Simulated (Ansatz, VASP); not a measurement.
**One calculation of ZrB, two programs**

Contents of INCAR:

```
PREC     = Accurate       # precision mode
ENCUT    = 520            # plane-wave cutoff, eV
EDIFF    = 1E-7           # SCF threshold, eV
ISMEAR   = 0              # smearing method
SIGMA    = 0.15           # smearing width, eV
LREAL    = False          # projectors in reciprocal space
LASPH    = True           # aspherical terms in the spheres
NELM     = 100            # most SCF steps
ALGO     = Normal         # electronic algorithm
ISIF     = 2              # what is computed and relaxed
LWAVE    = False          # write WAVECAR
LCHARG   = False          # write CHGCAR
GGA      = CA             # functional
NBANDS   = 14             # bands
```

File KPOINTS:

```
Automatic mesh
0
Gamma
  16 16 16
```

POSCAR

```
ZrB
1.0
    0.0000000000      2.4153850465      2.6810774016
    2.3025865648      0.0000000000      2.6810774016
    2.3025865648      2.4153850465      0.0000000000
Zr B
1 1
Direct
    0.0000000000      0.0000000000      0.0000000000
    0.5000000000      0.5000000000      0.5000000000
```

Input for Ansatz:

```yaml
crystal:
  lattice:
    - [0.0, 2.4153850465, 2.6810774016]
    - [2.3025865648, 0.0, 2.6810774016]
    - [2.3025865648, 2.4153850465, 0.0]
  atoms:
    - { symbol: Zr, position: [0.0, 0.0, 0.0] }
    - { symbol: B, position: [0.5, 0.5, 0.5] }
basis:
  ecutwfc: 520.0
kpoints:
  mp_grid: { grid: [16, 16, 16] }
hamiltonian:
  xc: lda
scf:
  occupations: { method: gaussian, width: 0.15 }
output:
  forces: true
  stress: true
  eigenvalues: true
  write_density: true
  write_potential: true
  elf: true
  volumetric_format: npy
```

Change from the starting cell: normal strain along x -0.0467, normal strain along z +0.1100.

Alike in both runs: task single point; functional LDA; k mesh 16 × 16 × 16; occupations gaussian, width 0.15 eV; no spin polarisation.

|  | VASP | Ansatz |
| --- | --- | --- |
| version | VASP 6.6.1 | Ansatz 0.2.0 |
| potentials or method | VASP PAW LDA potentials, release 64 (Zr_sv, B), cutoff 520 eV | scalar-relativistic, plane waves, PAW |
| valence electrons in the cell | 15 | 15 |

|  | VASP | Ansatz | Ansatz less VASP |
| --- | --- | --- | --- |
| gap on the k mesh at the Fermi level (eV) | none | none | - |
| pressure (GPa) | -4.2 | -4.5 | -0.27 |
| traceless stress, the component that is largest in VASP (GPa) | -20.93 | -20.81 | +0.124 |

LDA's correlation is that of Perdew and Zunger in VASP and of Perdew and Wang (1992) in Ansatz. A gap of «none» marks a metal or a gap that the smearing closes.
